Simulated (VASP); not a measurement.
Runs of VASP 6.6.1 on BaZrO3. The structure is that of space group Pm-3m (No. 221), or close to it. The cells are those of the table. 

```csv
task,level,cell,k mesh,grid for exact exchange (PRECFOCK),share of exact exchange,screening parameter,gap on the mesh (eV),pressure (GPa)
single point,HSE06,"a = 4.332 Å, 5 atoms",4 × 4 × 4,Fast,0.25,0.2079 1/Å,4.40,(b)
single point,HSE06,"a = 4.121 Å, 5 atoms",4 × 4 × 4,Fast,0.25,0.2079 1/Å,4.79,10.7
single point,HSE06,"a = 4.163 Å, 5 atoms",4 × 4 × 4,Fast,0.25,0.2079 1/Å,(c),4.7
dielectric tensor,r2SCAN,"a = 4.121 Å, 5 atoms",6 × 6 × 6,-,-,-,(a),-
dielectric tensor,r2SCAN,"a = 4.332 Å, 5 atoms",6 × 6 × 6,-,-,-,3.44,-
```

Alike in all rows: potentials or basis VASP PAW PBE potentials, release 64 (Ba_sv, Zr_sv, O); no spin polarisation; cutoff (eV) 520; smearing gaussian 0.01 eV.

Estimate the missing entries.

(a) 3.82; (b) -12.4; (c) 4.72.

Caveats: the PAW data sets were made with another functional, which shifts forces and pressure a little; spin-orbit coupling is left out, which moves the levels of the heavy elements; the cell stands under pressure (at least some runs); the cell stands under tension (at least some runs).

A k mesh can miss the band edges, and the runs leave out spin-orbit coupling on Ba, Zr.
